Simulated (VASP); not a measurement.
Here is a VASP 6.6.1 calculation.

File INCAR:

```
ALGO     = Normal         # electronic algorithm
EDIFF    = 1E-7           # SCF threshold, eV
EDIFFG   = -0.01          # ionic threshold
ENCUT    = 600            # plane-wave cutoff, eV
GGA      = PE             # functional
IBRION   = 2              # ionic algorithm
ISIF     = 3              # what is computed and relaxed
ISMEAR   = 0              # smearing method
LASPH    = T              # aspherical terms in the spheres
LCHARG   = F              # write CHGCAR
LREAL    = F              # projectors in reciprocal space
LWAVE    = F              # write WAVECAR
NELM     = 60             # most SCF steps
NSW      = 100            # ionic steps
PREC     = Accurate       # precision mode
SIGMA    = 0.1            # smearing width, eV
```

KPOINTS

```
k-points
0
Gamma
  6 6 6
```

POSCAR

```
LaHfSb3
1.0
    5.8348020291      0.0000000000      0.0000000000
    0.0000000000      5.8348020291      0.0000000000
    0.0000000000      0.0000000000      5.8348020291
La Hf Sb
1 1 3
Direct
    0.5000000000      0.5000000000      0.5000000000
    0.0000000000      0.0000000000      0.0000000000
    0.0000000000      0.5000000000      0.5000000000
    0.5000000000      0.0000000000      0.5000000000
    0.5000000000      0.5000000000      0.0000000000
```

Potentials or basis: VASP PAW PBE potentials, release 64 (La, Hf_pv, Sb).

The run is started by

```sh
$ cat potpaw_PBE.64/La/POTCAR potpaw_PBE.64/Hf_pv/POTCAR potpaw_PBE.64/Sb/POTCAR > POTCAR
$ mpirun -np 1 vasp_std > vasp.out
```

(1) Predict the relaxed cell.

(2) What does it give for the relaxed volume?

(3) Predict the band gap on the k mesh.

Answers

(1) a = 5.856 Å, b = 5.856 Å, c = 5.856 Å, α = 90.00°, β = 90.00°, γ = 90.00°.

(2) 40.16 Å³/atom.

(3) zero (bands 18 and 19 overlap by 0.80 eV).

Caveat: the highest band is partly filled, so the run has too few bands; spin-orbit coupling is left out, which moves the levels of the heavy elements.
